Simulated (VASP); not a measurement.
Set up this calculation in VASP 6.6.1, as the native input.

* Task: single point
* Functional: PBEsol
* Potentials or basis: VASP PAW PBE potentials, release 64 (Ga_d, Sb)
* Cutoff: 520 eV
* k mesh: 8 × 8 × 8
* Occupations: gaussian, width 0.05 eV
* Spin: no spin polarisation
* Dipole correction: no
* Further INCAR settings: ALGO = Normal; EDIFF = 1e-06; NBANDS = 16

The structure of GaSb lies in POSCAR:

```
GaSb
1.0
   -2.8911057000      2.8911057000      1.4428181406
    2.8911057000     -2.8911057000      1.4428181406
    2.8911057000      2.8911057000     -1.4428181406
Ga Sb
1 1
Direct
    0.2500000000      0.7500000000      0.5000000000
    0.0000000000      0.0000000000      0.0000000000
```

These files were run (other wordings do the same):

INCAR

```
PREC = Accurate ; ENCUT = 520
EDIFF = 1E-6 ; ISMEAR = 0
SIGMA = 0.05 ; LREAL = F
LASPH = T ; NELM = 80
ALGO = Normal ; ISIF = 2
LWAVE = F ; LCHARG = F
GGA = PS ; NBANDS = 16
```

KPOINTS

```
Automatic mesh
0
Gamma
  8 8 8
```

Potentials or basis: VASP PAW PBE potentials, release 64 (Ga_d, Sb).

Launch:

```bash
$ cat potpaw_PBE.64/Ga_d/POTCAR potpaw_PBE.64/Sb/POTCAR > POTCAR
$ mpirun -np 1 vasp_std > vasp.out
```

It gave:

* Pressure: -2.0 GPa
* Band gap on the k mesh: zero (band 9 reaches 7.25 eV, above the bottom of band 10 at 4.44 eV)

Caveat: the PAW data sets were made with another functional, which shifts forces and pressure a little; spin-orbit coupling is left out, which moves the levels of the heavy elements.

Run time: 13 s on 1 thread of Intel(R) Xeon(R) 6975P-C (Granite Rapids) (shared host), peak memory 0.2 GiB.
